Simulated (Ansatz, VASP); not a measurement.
## Two plane-wave programs on SiC

INCAR

```
ALGO = Normal
EDIFF = 1E-6
ENCUT = 520
GGA = PE
ISIF = 2
ISMEAR = 0
LASPH = True
LCHARG = True
LELF = True
LREAL = False
LVHAR = True
LWAVE = False
NBANDS = 16
NELM = 100
PREC = Accurate
SIGMA = 0.01
```

KPOINTS

```
k-points
0
Gamma
  8 8 8
```

The input POSCAR:

```
SiC
1.0
    1.5788798756      0.9115667212      5.4466544742
   -1.5788798756      0.9115667212      5.4466544742
    0.0000000000     -1.8231334424      5.4466544742
C Si
2 2
Direct
    0.4496676742      0.4496676742      0.4496676742
    0.5503323258      0.5503323258      0.5503323258
    0.9255061281      0.9255061281      0.9255061281
    0.0744938719      0.0744938719      0.0744938719
```

Input for Ansatz:

```yaml
crystal:
  lattice:
    - [1.5788798756, 0.9115667212, 5.4466544742]
    - [-1.5788798756, 0.9115667212, 5.4466544742]
    - [0.0, -1.8231334424, 5.4466544742]
  atoms:
    - { symbol: C, position: [0.4496676742, 0.4496676742, 0.4496676742] }
    - { symbol: Si, position: [0.9255061281, 0.9255061281, 0.9255061281] }
    - { symbol: Si, position: [0.0744938719, 0.0744938719, 0.0744938719] }
    - { symbol: C, position: [0.5503323258, 0.5503323258, 0.5503323258] }
kpoints:
  mp_grid: { grid: [8, 8, 8] }
hamiltonian:
  xc: pbe
scf:
  occupations: { method: fixed }
  n_extra_bands: 5
output:
  forces: true
  stress: true
  eigenvalues: true
```

Alike in both runs: task single point; functional PBE; k mesh 8 × 8 × 8; no spin polarisation.

```csv
,VASP,Ansatz
version,VASP 6.6.1,Ansatz 0.2.0
potentials or method,"VASP PAW PBE potentials, release 64 (C, Si)","plane waves, PAW"
plane-wave cutoff (eV),520,420
occupations,"gaussian, width 0.01 eV",fixed
valence electrons in the cell,16,16
```

Ansatz gave:

| Property | Result |
| --- | --- |
| gap on the k mesh at the Fermi level (eV) | 0.53 |
| pressure (GPa) | -10.1 |
| rms of the force components (eV/Å) | 0.104 |

What did VASP give for the same quantities?

gap on the k mesh at the Fermi level (eV): 0.53; pressure (GPa): -10.2; rms of the force components (eV/Å): 0.100.
